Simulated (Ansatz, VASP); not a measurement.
**TaF3: VASP beside Ansatz**

```xyz
4
Lattice="3.9012 0.0000 0.0000 0.0000 3.9012 0.0000 0.0000 0.0000 3.9012" Properties=species:S:1:pos:R:3 pbc="T T T"
Ta    0.0000    0.0000    0.0000
F     1.9506    0.0000    0.0000
F     0.0000    1.9506    0.0000
F     0.0000    0.0000    1.9506
```

Alike in both runs: task single point; functional r2SCAN; k mesh 2 × 2 × 2; no spin polarisation.

|  | VASP | Ansatz |
| --- | --- | --- |
| version | VASP 6.6.1 | Ansatz 0.2.0 |
| potentials or method | VASP PAW PBE potentials, release 64 (Ta_pv, F) | plane waves, PAW |
| plane-wave cutoff (eV) | 660 | 500 |
| occupations | fermi-dirac, width 0.1 eV | fermi-dirac |
| valence electrons in the cell | 32 | 34 |

VASP gave:

| Item | Value |
| --- | --- |
| pressure (GPa) | 19.2 |

Problem. What did Ansatz give for the same quantities?

Solution. Pressure (GPa): 18.5.

VASP's potentials were made for PBE, not for r2SCAN. VASP's potentials hold 32 valence electrons a cell and Ansatz's 34, so a difference there can come from the potentials and not from the codes.

The k mesh is coarse, so the values compare programs but aren't converged. Neither program's run includes spin-orbit coupling.
